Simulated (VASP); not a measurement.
Runs of VASP 6.6.1 on SnTe3As. The structure is that of space group Pm-3m (No. 221), or close to it. The cells are those of the table. The cell was generated, and may not be a known phase.

| task | cell | k mesh | cutoff (eV) | gap on the mesh (eV) | pressure (GPa) | relaxed volume (Å³/atom) |
| --- | --- | --- | --- | --- | --- | --- |
| single point | a = 5.497 Å, 5 atoms | 4 × 4 × 4 | 520 | none | -0.1 | - |
| relaxation of cell and atoms | relaxed from a = 5.497 Å, 5 atoms | 8 × 8 × 8 | 600 | none | 0.0 | 32.68 |
| single point | a = 5.336 Å, 5 atoms | 4 × 4 × 4 | 520 | none | (a) | - |
| relaxation of cell and atoms | relaxed from a = 5.336 Å, 5 atoms | 4 × 4 × 4 | 600 | none | 0.0 | 33.15 |
| single point | a = 5.467 Å, 5 atoms | 8 × 8 × 8 | 520 | none | 0.0 | - |

Alike in all rows: level PBE; potentials or basis VASP PAW PBE potentials, release 64 (Sn_d, Te, As); no spin polarisation; smearing gaussian 0.1 eV.

**Question.** Estimate the missing entries.

**Answer.** (a) 4.2.

Caveats: spin-orbit coupling is left out, which moves the levels of the heavy elements; the cell stands under pressure (at least some runs).

A k mesh can miss the band edges, and the runs leave out spin-orbit coupling on As, Sn, Te.

A gap of «none» marks levels without a gap at the run's occupations.
